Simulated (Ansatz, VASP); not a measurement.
## One calculation of SiO2, two programs

File INCAR:

```
SYSTEM = SiO2
  ALGO = Normal
  EDIFF = 1E-7
  ENCUT = 520
  GGA = PE
  ISIF = 2
  ISMEAR = -1
  LASPH = .True.
  LCHARG = .False.
  LREAL = .False.
  LWAVE = .False.
  NBANDS = 25
  NELM = 60
  PREC = Accurate
  SIGMA = 0.1
```

Contents of KPOINTS:

```
k-points
0
Gamma
  7 7 10
  0 0 0
```

Contents of POSCAR:

```
SiO2
1.0
    3.5757923557      0.0000000000      0.0000000000
    0.0000000000      3.5757923557      0.0000000000
    0.0000000000      0.0000000000      2.3412002772
Si O
2 4
Direct
    0.0000000000      0.0000000000      0.0000000000
    0.5000000000      0.5000000000      0.5000000000
    0.2983754371      0.2983754371      0.0000000000
    0.7016245629      0.7016245629      0.0000000000
    0.7983754371      0.2016245629      0.5000000000
    0.2016245629      0.7983754371      0.5000000000
```

Input for Ansatz:

```yaml
crystal:
  lattice:
    - [3.5757923557, 0.0, 0.0]
    - [0.0, 3.5757923557, 0.0]
    - [0.0, 0.0, 2.3412002772]
  atoms:
    - { symbol: Si, position: [0.0, 0.0, 0.0] }
    - { symbol: Si, position: [0.5, 0.5, 0.5] }
    - { symbol: O, position: [0.2983754371, 0.2983754371, 0.0] }
    - { symbol: O, position: [0.7016245629, 0.7016245629, 0.0] }
    - { symbol: O, position: [0.7983754371, 0.2016245629, 0.5] }
    - { symbol: O, position: [0.2016245629, 0.7983754371, 0.5] }
kpoints:
  mp_grid: { grid: [7, 7, 10] }
scf:
  occupations: { method: fermi_dirac, width: 0.1 }
hamiltonian:
  xc: pbe
  pseudopotentials: { kind: all_electron, datasets: crystal }
output:
  forces: true
  stress: true
  eigenvalues: true
```

Change from the starting cell: volume scaled by 0.62, crystal datasets.

Alike in both runs: task single point; functional PBE; k mesh 7 × 7 × 10; occupations fermi-dirac, width 0.1 eV; no spin polarisation.

```csv
,VASP,Ansatz
version,VASP 6.6.1,Ansatz 0.2.0
potentials or method,"VASP PAW PBE potentials, release 64 (Si, O), cutoff 520 eV","all-electron PAW with datasets made for the crystal, scalar-relativistic"
```

|  | VASP | Ansatz | Ansatz less VASP |
| --- | --- | --- | --- |
| gap on the k mesh at the Fermi level (eV) | 7.13 | 7.18 | +0.049 |
| pressure (GPa) | 365.1 | 362.0 | -3.17 |
| traceless stress, the component that is largest in VASP (GPa) | 1.26 | 0.43 | -0.827 |
| rms of the force components (eV/Å) | 0.023 | 0.005 | -0.0173 |

Atom by atom the forces differ by 0.028 eV/Å (rms over components). Both programs put the cell under a high pressure, so it lies far from rest at this level. Ansatz ran all-electron here, and VASP with PAW potentials.

Noted on VASP's run: the cell as given lies far from equilibrium.
